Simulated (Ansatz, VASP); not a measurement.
# As in VASP and in Ansatz

```xyz
2
Lattice="3.0285 0.0000 0.0000 -1.5143 2.6228 0.0000 0.0000 0.0000 4.6282" Properties=species:S:1:pos:R:3 pbc="T T T"
As    0.0000    1.7485    1.1571
As    1.5143    0.8743    3.4712
```

Alike in both runs: functional PBEsol; k mesh 12 × 12 × 7; occupations fermi-dirac, width 0.1 eV; no spin polarisation.

Ansatz relaxed the structure, and its values are those at the end. VASP's run is a single point on that final structure, the one shown.

|  | VASP | Ansatz |
| --- | --- | --- |
| version | VASP 6.6.1 | Ansatz 0.2.0 |
| potentials or method | VASP PAW PBE potentials, release 64 (As), cutoff 520 eV | plane waves (420 eV) with PAW, scalar-relativistic |
| valence electrons in the cell | 10 | 30 |

```tsv
	VASP	Ansatz	Ansatz less VASP
pressure (GPa)	0.2	0.0	-0.21
```

VASP's potentials were made for PBE, not for PBEsol, and Ansatz warns of the same on its side. VASP's potentials hold 10 valence electrons a cell and Ansatz's 30, so a difference there can come from the potentials and not from the codes.
